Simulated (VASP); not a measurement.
A run of VASP 6.6.1:

File POSCAR:

```
LiH
1.0
    0.0000000000      1.9984726927      1.9984726927
    1.9984726927      0.0000000000      1.9984726927
    1.9984726927      1.9984726927      0.0000000000
Li H
1 1
Direct
    0.0000000000      0.0000000000      0.0000000000
    0.5000000000      0.5000000000      0.5000000000
```

INCAR.step1

```
SYSTEM = LiH
PREC     = Accurate       ! precision mode
ENCUT    = 650            ! plane-wave cutoff, eV
EDIFF    = 1E-5           ! SCF threshold, eV
ISMEAR   = 0              ! smearing method
SIGMA    = 0.01           ! smearing width, eV
LREAL    = .FALSE.        ! projectors in reciprocal space
LASPH    = .TRUE.         ! aspherical terms in the spheres
NELM     = 120            ! most SCF steps
ALGO     = Normal         ! electronic algorithm
ISIF     = 2              ! what is computed and relaxed
LWAVE    = .TRUE.         ! write WAVECAR
LCHARG   = .FALSE.        ! write CHGCAR
NBANDS   = 9              ! bands
GGA      = PE             ! functional
GGA_COMPAT= .FALSE.
```

INCAR.step2

```
SYSTEM = LiH
PREC     = Accurate       ! precision mode
ENCUT    = 650            ! plane-wave cutoff, eV
EDIFF    = 1E-6           ! SCF threshold, eV
ISMEAR   = 0              ! smearing method
SIGMA    = 0.01           ! smearing width, eV
LREAL    = .FALSE.        ! projectors in reciprocal space
LASPH    = .TRUE.         ! aspherical terms in the spheres
NELM     = 120            ! most SCF steps
ALGO     = Normal         ! electronic algorithm
ISIF     = 2              ! what is computed and relaxed
LWAVE    = .FALSE.        ! write WAVECAR
LCHARG   = .FALSE.        ! write CHGCAR
GGA      = PE             ! functional
LHFCALC  = .TRUE.         ! exact exchange
HFSCREEN = 0.2079         ! screening, 1/A
PRECFOCK = Normal       
NBANDS   = 9              ! bands
ISTART   = 1            
GGA_COMPAT= .FALSE.
```

The input KPOINTS:

```
Automatic mesh
0
G
  4 4 4
  0 0 0
```

Potentials or basis: VASP PAW PBE potentials, release 64 (Li_sv, H).

Launch:

```console
$ cat potpaw_PBE.64/Li_sv/POTCAR potpaw_PBE.64/H/POTCAR > POTCAR
$ cp INCAR.step1 INCAR
$ mpirun -np 1 vasp_std > vasp.out
$ cp INCAR.step2 INCAR
$ mpirun -np 1 vasp_std > vasp.out
```

Hardware: 1 thread of Intel(R) Xeon(R) Platinum 8488C (Sapphire Rapids), with other jobs on the host.

Task: How long does it take, and how much memory?

Result: It took 21 s on 1 thread of Intel(R) Xeon(R) Platinum 8488C (Sapphire Rapids), with other jobs on the host, peak memory 0.23 GiB. Counts: k points 8.
